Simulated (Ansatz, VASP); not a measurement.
## Zr in VASP and in Ansatz

Contents of INCAR:

```
ALGO = Normal ; EDIFF = 1E-6
ENCUT = 500 ; GGA = PE
GGA_COMPAT = False ; ISIF = 2
ISMEAR = 0 ; LASPH = True
LCHARG = False ; LREAL = False
LWAVE = False ; NBANDS = 12
NELM = 120 ; PREC = Accurate
SIGMA = 0.15
```

Contents of KPOINTS:

```
k-points
0
Gamma
  20 20 20
```

POSCAR

```
Zr
1.0
   -1.6177816986      1.6177816986      2.1814168423
    1.6177816986     -1.6177816986      2.1814168423
    1.6177816986      1.6177816986     -2.1814168423
Zr
1
Direct
    0.0000000000      0.0000000000      0.0000000000
```

Input for Ansatz:

```yaml
crystal:
  lattice:
    - [-1.6177816986, 1.6177816986, 2.1814168423]
    - [1.6177816986, -1.6177816986, 2.1814168423]
    - [1.6177816986, 1.6177816986, -2.1814168423]
  atoms:
    - { symbol: Zr, position: [0.0, 0.0, 0.0] }
basis:
  ecutwfc: 420
kpoints:
  mp_grid: { grid: [20, 20, 20] }
hamiltonian:
  xc: pbe
scf:
  occupations: { method: gaussian, width: 0.15 }
output:
  forces: true
  stress: true
  eigenvalues: true
```

Alike in both runs: task single point; functional PBE; k mesh 20 × 20 × 20; occupations gaussian, width 0.15 eV; no spin polarisation.

```csv
,VASP,Ansatz
version,VASP 6.6.1,Ansatz 0.2.0
potentials or method,"VASP PAW PBE potentials, release 64 (Zr_sv), cutoff 500 eV","scalar-relativistic, plane waves, PAW"
valence electrons in the cell,12,12
```

Ansatz gave:

```
gap on the k mesh at the Fermi level (eV)                     : none
pressure (GPa)                                                : 1.4
traceless stress, the component that is largest in VASP (GPa) : 0.97
```

Q: Estimate VASP's values.

A: gap on the k mesh at the Fermi level (eV): none; pressure (GPa): 1.5; traceless stress, the component that is largest in VASP (GPa): 0.97.

A gap of «none» marks a metal or a gap that the smearing closes.
